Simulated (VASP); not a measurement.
# BaBe5H10 (Pm) in VASP: relaxation of cell and atoms with PBE

Aim: the relaxation of cell and atoms of BaBe5H10 with PBE.

Everything below comes from runs of VASP 6.6.1. Logs are shortened: lines on timing, memory, paths and dates and some standing lists are left out, and cuts for length are marked.

### 1 The cell of the first run

It takes space group Pm (No. 6, monoclinic). The conventional cell has a = 4.462 Å, b = 4.943 Å, c = 6.802 Å, α = 90.00°, β = 102.78°, γ = 90.00°. Within 4.0 Å of Ba (site symmetry m) lie 18 H at 2.57 to 3.98 Å and 12 Be at 3.21 to 3.72 Å. Within 1.9 Å of Be (site symmetry m) lie 4 H at 1.44 to 1.51 Å. Be (site symmetry 1) has 4 H at 1.49 to 1.70 Å within 2.0 Å. Within 1.9 Å of Be (site symmetry m) lie 4 H at 1.39 to 1.52 Å. Within 1.9 Å of Be (site symmetry m) lie 3 H at 1.42 to 1.47 Å. H (site symmetry 1) has 2 Be at 1.44 to 1.62 Å within 1.9 Å. Within 2.0 Å of H (site symmetry m) lie 2 Be at 1.51 to 1.52 Å. Within 1.9 Å of H (site symmetry m) lie 2 Be at 1.42 to 1.45 Å.

The cell was generated, and may not be a known phase.

### 2 Relaxation of cell and atoms, PBE

Contents of INCAR:

```
SYSTEM = BaBe5H10
  PREC = Accurate
  ENCUT = 600
  EDIFF = 1E-6
  ISMEAR = 0
  SIGMA = 0.02
  LREAL = Auto
  LASPH = .True.
  NELM = 100
  ALGO = Normal
  ISIF = 3
  LWAVE = .False.
  LCHARG = .False.
  GGA = PE
  IBRION = 2
  NSW = 100
  EDIFFG = -0.01
```

Contents of KPOINTS:

```
regular mesh
0
Gamma
  6 6 4
  0 0 0
```

Contents of POSCAR:

```
BaBe5H10
1.0
    4.4622353000      0.0000000000      0.0000000000
    0.0000000000      4.9426749000      0.0000000000
   -1.5050163000      0.0000000000      6.6332532000
Ba Be H
1 5 10
Direct
    0.9048890000      0.5000000000      0.6228560000
    0.4773930000      0.0000000000      0.2845330000
    0.5459590000      0.7636740000      0.0071740000
    0.5459590000      0.2363260000      0.0071740000
    0.3765430000      0.0000000000      0.6819930000
    0.0685330000      0.0000000000      0.0409980000
    0.6255580000      0.7506230000      0.2507080000
    0.6255580000      0.2493770000      0.2507080000
    0.5474720000      0.0000000000      0.5115560000
    0.1456020000      0.0000000000      0.2557030000
    0.3809090000      0.5000000000      0.9949710000
    0.4678110000      0.7324880000      0.7521060000
    0.8800470000      0.7566290000      0.9888310000
    0.4678110000      0.2675120000      0.7521060000
    0.8800470000      0.2433710000      0.9888310000
    0.0599190000      0.0000000000      0.6097510000
```

Potentials or basis: VASP PAW PBE potentials, release 64 (Ba_sv, Be, H).

On the command line:

```
> cat potpaw_PBE.64/Ba_sv/POTCAR potpaw_PBE.64/Be/POTCAR potpaw_PBE.64/H/POTCAR > POTCAR
> mpirun -np 1 vasp_std > vasp.out
```

OUTCAR:

```text
SYSTEM = BaBe5H10
   PREC = Accurate
   ENCUT = 600
   EDIFF = 1E-6
   ISMEAR = 0
   LREAL = Auto
   LASPH = .True.
   NELM = 100
   ISIF = 3
   GGA = PE
   IBRION = 2
   NSW = 100
   EDIFFG = -0.01

 ion  position               nearest neighbor table
   1  0.905  0.500  0.623-  16 2.57  16 2.57  14 2.58  12 2.58  14 2.73  12 2.73  13 2.82  15 2.82
                             5 3.21   5 3.21   5 3.50   5 3.50
   2  0.477  0.000  0.285-   7 1.44   8 1.44  10 1.45   9 1.51   6 2.18   4 2.30   3 2.30
   3  0.546  0.764  0.007-  11 1.49  13 1.52   7 1.62   2 2.30   4 2.34
   4  0.546  0.236  0.007-  11 1.49  15 1.52   8 1.62   2 2.30   3 2.34
   5  0.377  0.000  0.682-  16 1.39  12 1.43  14 1.43   9 1.52   1 3.21   1 3.21   1 3.50   1 3.50

   6  0.069  0.000  0.041-  10 1.42  13 1.47  15 1.47   2 2.18
   7  0.626  0.751  0.251-   2 1.44   3 1.62
   8  0.626  0.249  0.251-   2 1.44   4 1.62
   9  0.547  0.000  0.512-   2 1.51   5 1.52
  10  0.146  0.000  0.256-   6 1.42   2 1.45
  11  0.381  0.500  0.995-   3 1.49   4 1.49
  12  0.468  0.732  0.752-   5 1.43   1 2.58   1 2.73
  13  0.880  0.757  0.989-   6 1.47   3 1.52   1 2.82
  14  0.468  0.268  0.752-   5 1.43   1 2.58   1 2.73
  15  0.880  0.243  0.989-   6 1.47   4 1.52   1 2.82
  16  0.060  0.000  0.610-   5 1.39   1 2.57   1 2.57

  LATTYP: Found a simple monoclinic cell.
 ALAT       =     4.4622353000
 B/A-ratio  =     1.1076679215
 C/A-ratio  =     1.5243138256
 COS(beta)  =    -0.2212658280

  Lattice vectors:

 A1 = (   4.4622353000,   0.0000000000,   0.0000000000)
 A2 = (   0.0000000000,   4.9426749000,   0.0000000000)
 A3 = (  -1.5050163000,   0.0000000000,   6.6332532000)

Analysis of symmetry for initial positions (statically):
=====================================================================
 Subroutine PRICEL returns:
 Original cell was already a primitive cell.

 Routine SETGRP: Setting up the symmetry group for a
 simple monoclinic supercell.

 Subroutine GETGRP returns: Found  2 space group operations
 (whereof  2 operations were pure point group operations)
 out of a pool of  4 trial point group operations.

The static configuration has the point symmetry C_1h.

Analysis of symmetry for dynamics (positions and initial velocities):
=====================================================================
 Subroutine PRICEL returns:
 Original cell was already a primitive cell.

 Routine SETGRP: Setting up the symmetry group for a
 simple monoclinic supercell.

 Subroutine GETGRP returns: Found  2 space group operations
 (whereof  2 operations were pure point group operations)
 out of a pool of  4 trial point group operations.

The dynamic configuration has the point symmetry C_1h.

 Subroutine INISYM returns: Found  2 space group operations
 (whereof  2 operations are pure point group operations),
 and found     1 'primitive' translations

----------------------------------------------------------------------------------------

                                     Primitive cell

  volume of cell :     146.2989

  direct lattice vectors                    reciprocal lattice vectors
     4.462235300  0.000000000  0.000000000     0.224102929  0.000000000  0.050846628
     0.000000000  4.942674900  0.000000000     0.000000000  0.202319598  0.000000000
    -1.505016300  0.000000000  6.633253200     0.000000000  0.000000000  0.150755590

  length of vectors
     4.462235300  4.942674900  6.801846961     0.229798830  0.202319598  0.150755590

  position of ions in fractional coordinates (direct lattice)
     0.904889000  0.500000000  0.622856000
     0.477393000  0.000000000  0.284533000
     0.545959000  0.763674000  0.007174000
     0.545959000  0.236326000  0.007174000
     0.376543000  0.000000000  0.681993000
     0.068533000  0.000000000  0.040998000
[... 8 lines left out ...]
     0.880047000  0.243371000  0.988831000
     0.059919000  0.000000000  0.609751000

  ion indices of the primitive-cell ions
   primitive index   ion index
                 1           1
                 2           2
                 3           3
                 4           4
                 5           5
                 6           6
[... 8 lines left out ...]
                15          15
                16          16

----------------------------------------------------------------------------------------

 KPOINTS: regular mesh

Automatic generation of k-mesh.
 Grid dimensions read from file:
 generate k-points for:    6    6    4

 Generating k-lattice:

  Cartesian coordinates                     Fractional coordinates (reciprocal lattice)
     0.037350488  0.000000000  0.008474438     0.166666667  0.000000000  0.000000000
     0.000000000  0.033719933  0.000000000     0.000000000  0.166666667  0.000000000
     0.000000000  0.000000000  0.037688898     0.000000000  0.000000000  0.250000000

  Length of vectors
     0.038299805  0.033719933  0.037688898

  Shift w.r.t. Gamma in fractional coordinates (k-lattice)
     0.000000000  0.000000000  0.000000000

 Subroutine IBZKPT returns following result:
 ===========================================

 Found     56 irreducible k-points:

 Following reciprocal coordinates:
            Coordinates               Weight
  0.000000  0.000000  0.000000      1.000000
  0.166667  0.000000  0.000000      2.000000
  0.333333  0.000000  0.000000      2.000000
  0.500000  0.000000  0.000000      1.000000
  0.000000  0.166667  0.000000      2.000000
  0.166667  0.166667  0.000000      4.000000
[... 16 lines left out ...]
  0.000000  0.166667  0.250000      4.000000
  0.166667  0.166667  0.250000      4.000000
 [... further k-points ...]
   k-points           NKPTS =     56   k-points in BZ     NKDIM =     56   number of bands    NBANDS=     24
   number of dos      NEDOS =    301   number of ions     NIONS =     16
   total plane-waves  NPLWV =  77760
   dimension x,y,z NGX =    36 NGY =   40 NGZ =   54
   dimension x,y,z NGXF=    72 NGYF=   80 NGZF=  108
   ions per type =               1   5  10
   NGX,Y,Z   is equivalent  to a cutoff of  13.41, 13.45, 13.20 a.u.
   NGXF,Y,Z  is equivalent  to a cutoff of  26.82, 26.91, 26.40 a.u.
 SYSTEM =  BaBe5H10
   PREC   = accura    normal or accurate (medium, high low for compatibility)
   ISTART =      0    job   : 0-new  1-cont  2-samecut
   ICHARG =      2    charge: 1-file 2-atom 10-const
   ISPIN  =      1    spin polarized calculation?
   LNONCOLLINEAR =      F non collinear calculations
   LSORBIT =      F    spin-orbit coupling
   LASPH  =      T    aspherical Exc in radial PAW
   ENCUT  =  600.0 eV  44.10 Ry    6.64 a.u.   8.91  9.87 13.58*2*pi/ulx,y,z
   NELM   =    100;   NELMIN=  2; NELMDL= -5     # of ELM steps
   EDIFF  = 0.1E-05   stopping-criterion for ELM
   LREAL  =      T    real-space projection
   EDIFFG = -.1E-01   stopping-criterion for IOM
   NSW    =    100    number of steps for IOM
   IBRION =      2    ionic relax: 0-MD 1-quasi-New 2-CG
   NFREE  =      1    steps in history (QN), initial steepest desc. (CG)
   ISIF   =      3    stress and relaxation
   ISYM   =      2    0-nonsym 1-usesym 2-fastsym
   POTIM  = 0.5000    time-step for ionic-motion
   TEBEG  =    0.0;   TEEND  =   0.0 temperature during run
   PSTRESS=    0.0 pullay stress
   NELECT =      30.0000    total number of electrons
   NUPDOWN=      -1.0000    fix difference up-down
   EMIN   =  10.00;   EMAX   =-10.00  energy-range for DOS
   EFERMI =   0.00;   METHOD = LEGACY
   ISMEAR =     0;   SIGMA  =   0.02  broadening in eV -4-tet -1-fermi 0-gaus
   EFERMI_NEDOS =   21; number of points for ismear=-14 and -15
   IALGO  =     38    algorithm
   IMIX   =      4    mixing-type and parameters
     AMIX     =   0.40;   BMIX     =  1.00
     AMIX_MAG =   1.60;   BMIX_MAG =  1.00
  volume/ion in A,a.u.               =       9.14        61.70
  Fermi-wavevector in a.u.,A,eV,Ry     =   0.965387  1.824317 12.680256  0.931973
  Thomas-Fermi vector in A             =   2.095100
   LORBIT       =      0    0 simple, 1 ext, 2 COOP (PROOUT), +10 PAW based schemes
   GGA     = PE    functional components
   LHFCALC =     F    Hartree Fock is set to
   AEXX    =    0.0000 exact exchange contribution
   IVDW    =     0    specifies the selected vdW correction
   LEPSILON=     F    determine dielectric tensor
   LRPA    =     F    only Hartree local field effects (RPA)
 conjugate gradient relaxation of ions
 non-spin polarized calculation
 Gauss-broadening in eV      SIGMA  =   0.02
  energy-cutoff  :      600.00
  volume of cell :      146.30
 maximum number of plane-waves:      4906
   NGX = 17   NGY = 19   NGZ = 27

--------------------------------------- Ionic step        1  -------------------------------------------

 number of electron      30.0000001 magnetization

 Free energy of the ion-electron system (eV)
  ---------------------------------------------------
  ext. energy  EPLUGINS =         0.00000000
  ---------------------------------------------------
  free energy    TOTEN  =       -56.00673569 eV

  energy without entropy =      -56.00673569  energy(sigma->0) =      -56.00673569

------------------------ aborting loop because EDIFF is reached ----------------------------------------

  FORCE on cell =-STRESS in cart. coord.  units (eV):
  Direction    XX          YY          ZZ          XY          YZ          ZX
  --------------------------------------------------------------------------------------
  -------------------------------------------------------------------------------------
  Total        0.3541185      0.3625442      0.2308761      0.0000000      0.0000000      0.0358184
  in kB        3.8780916      3.9703656      2.5284160      0.0000000      0.0000000      0.3922619
  external PRESSURE =       3.4589577 kB  Pullay stress =       0.0000000 kB
[... 131 lines left out ...]
  FREE ENERGIE OF THE ION-ELECTRON SYSTEM (eV)
  ---------------------------------------------------
  free  energy   TOTEN  =       -56.0082069497 eV

  energy  without entropy=      -56.0082069497  energy(sigma->0) =      -56.00820695

[... ionic steps 4 to 7 ...]

--------------------------------------- Ionic step        8  -------------------------------------------

 number of electron      30.0000002 magnetization

------------------------ aborting loop because EDIFF is reached ----------------------------------------
[... 95 lines left out ...]
--------------------------------------- Ionic step       10  -------------------------------------------

 number of electron      30.0000002 magnetization

 Free energy of the ion-electron system (eV)
  ---------------------------------------------------
  ext. energy  EPLUGINS =         0.00000000
  ---------------------------------------------------
  free energy    TOTEN  =       -56.00919836 eV

  energy without entropy =      -56.00919836  energy(sigma->0) =      -56.00919836

 E-fermi :   2.5430     XC(G=0):  -8.5314

 val. band max:        2.4334377906   @ k =   0.5000   0.5000   0.0000
 cond. band min:       3.1874145478   @ k =   0.0000   0.0000   0.5000
 fundamental gap:      0.7539767572
 Fermi energy:         2.5429701777

 k-point     1 :       0.0000    0.0000    0.0000
  band No.  band energies     occupation
      1     -26.1371      2.00000
      2     -11.4756      2.00000
      3     -11.3188      2.00000
      4     -11.3186      2.00000
      5      -7.4911      2.00000
      6      -5.0084      2.00000
[... 637 lines left out ...]
     23       6.6990      0.00000
     24       7.0058      0.00000

 [... further k-points ...]
[... 5 lines left out ...]
  --------------------------------------------------------------------------------------
  -------------------------------------------------------------------------------------
  Total       -0.0079438     -0.0223202      0.0374853      0.0000000      0.0000000     -0.0045191
  in kB       -0.0862274     -0.2422801      0.4068922      0.0000000      0.0000000     -0.0490536
  external PRESSURE =       0.0261282 kB  Pullay stress =       0.0000000 kB
[... 31 lines left out ...]
  FREE ENERGIE OF THE ION-ELECTRON SYSTEM (eV)
  ---------------------------------------------------
  free  energy   TOTEN  =       -56.0091983637 eV

  energy  without entropy=      -56.0091983637  energy(sigma->0) =      -56.00919836

 reached required accuracy - stopping structural energy minimisation
```

It took 9.8 min on 1 thread of Intel Xeon 6975P-C (Granite Rapids), shared host; peak memory 0.39 GiB.

What came out:

- Free energy: -56.0092 eV
- Relaxed volume: 9.23 Å³/atom
- Relaxed cell: a = 4.476 Å, b = 4.958 Å, c = 6.819 Å, α = 90.00°, β = 102.70°, γ = 90.00°
- Space group after relaxing (to 0.1 Å): Pm (No. 6)
- Energy gained by relaxing: 0.2 meV/atom
- Ionic steps: 10
- Pressure after relaxing: 0.0 GPa
- Largest force after relaxing: 0.008 eV/Å
- Band gap on the k mesh: 0.75 eV (least direct gap 1.79 eV)

Forces in eV/Å, atoms in the order of the input:
```
Ba   0.000  0.000 -0.003
Be  -0.002  0.000  0.001
Be  -0.001 -0.001  0.002
Be  -0.001  0.001  0.002
Be   0.004  0.000  0.002
Be  -0.004  0.000  0.003
H   -0.001 -0.004  0.002
H   -0.001  0.004  0.002
H   -0.001  0.000  0.000
H   -0.008  0.000 -0.002
H    0.004  0.000  0.000
H    0.001  0.005 -0.005
H    0.005 -0.002  0.000
H    0.001 -0.005 -0.005
H    0.005  0.002  0.000
H   -0.003  0.000 -0.002
```

The path:
| step | energy change (eV) | largest force (eV/Å) | pressure (GPa) | volume (Å³) |
| --- | --- | --- | --- | --- |
| 1 | 0.0000 | 0.0514 | 0.35 | 146.30 |
| 2 | -0.0010 | 0.0400 | 0.18 | 146.72 |
| 3 | -0.0015 | 0.0344 | -0.13 | 147.53 |
| 4 | -0.0015 | 0.0303 | -0.06 | 147.35 |
| 5 | -0.0020 | 0.0253 | -0.04 | 147.44 |
| 6 | -0.0022 | 0.0197 | -0.02 | 147.54 |
| 7 | -0.0022 | 0.0189 | -0.01 | 147.56 |
| 8 | -0.0024 | 0.0147 | -0.01 | 147.59 |
| 9 | -0.0024 | 0.0239 | 0.00 | 147.60 |
| 10 | -0.0025 | 0.0081 | 0.00 | 147.60 |

Final structure:
```
CELL_PARAMETERS angstrom
4.47564 0.00000 0.00338
0.00000 4.95767 0.00000
-1.50452 0.00000 6.65097
ATOMIC_POSITIONS crystal
Ba 0.90323 0.50000 0.62040
Be 0.47659 0.00000 0.28369
Be 0.54603 0.76419 0.00741
Be 0.54603 0.23581 0.00741
Be 0.37688 0.00000 0.68158
Be 0.06851 0.00000 0.04153
H 0.62503 0.75137 0.25041
H 0.62503 0.24863 0.25041
H 0.54595 0.00000 0.51077
H 0.14584 0.00000 0.25589
H 0.38357 0.50000 0.99539
H 0.46830 0.73405 0.75320
H 0.87971 0.75768 0.98966
H 0.46830 0.26595 0.75320
H 0.87971 0.24232 0.98966
H 0.06129 0.00000 0.60938
```

Caveat: spin-orbit coupling is left out, which moves the levels of the heavy elements.
